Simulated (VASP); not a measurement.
Al:

```
Al
1.0
     2.18303    1.26037    1.06775
    -2.18303    1.26037    1.06775
     0.00000   -2.52074    1.06775
Al
1
Direct
  0.50000 0.50000 0.50000
```

```yaml
Program: VASP 6.6.1
Task: relaxation of cell and atoms
Functional: PBE
Potentials_or_basis: VASP PAW PBE potentials, release 64 (Al)
Cutoff: 500 eV
k_mesh: 9 × 9 × 9
Occupations: gaussian, width 0.1 eV
Spin: no spin polarisation
```

At the start: pressure 0.2 GPa; volume 17.63 Å³/atom.

**Question.** Where does the relaxation end?

**Answer.** Over 10 steps the energy falls by 57.4 meV/atom and the volume is 16.92 Å³/atom (-4.0 %); space group Im-3m (No. 229, to 0.05 Å).

The path:
| step | energy change (eV) | largest force (eV/Å) | pressure (GPa) | volume (Å³) |
| --- | --- | --- | --- | --- |
| 1 | 0.0000 | 0.0000 | 0.17 | 17.63 |
| 2 | -0.0371 | 0.0000 | -1.33 | 17.65 |
| 3 | -0.0470 | 0.0000 | -2.27 | 17.62 |
| 4 | -0.0502 | 0.0000 | -2.46 | 17.60 |
| 5 | -0.0477 | 0.0000 | -2.34 | 17.52 |
| 6 | -0.0516 | 0.0000 | -2.59 | 17.58 |
| 7 | -0.0552 | 0.0000 | 1.17 | 16.64 |
| 8 | -0.0571 | 0.0000 | -0.26 | 16.97 |
| 9 | -0.0571 | 0.0000 | -0.32 | 16.99 |
| 10 | -0.0574 | 0.0000 | -0.04 | 16.92 |

Final structure:
```
Al
1.0
     2.28571    1.31965    0.93474
    -2.28571    1.31965    0.93474
     0.00000   -2.63931    0.93474
Al
1
Direct
  0.50000 0.50000 0.50000
```
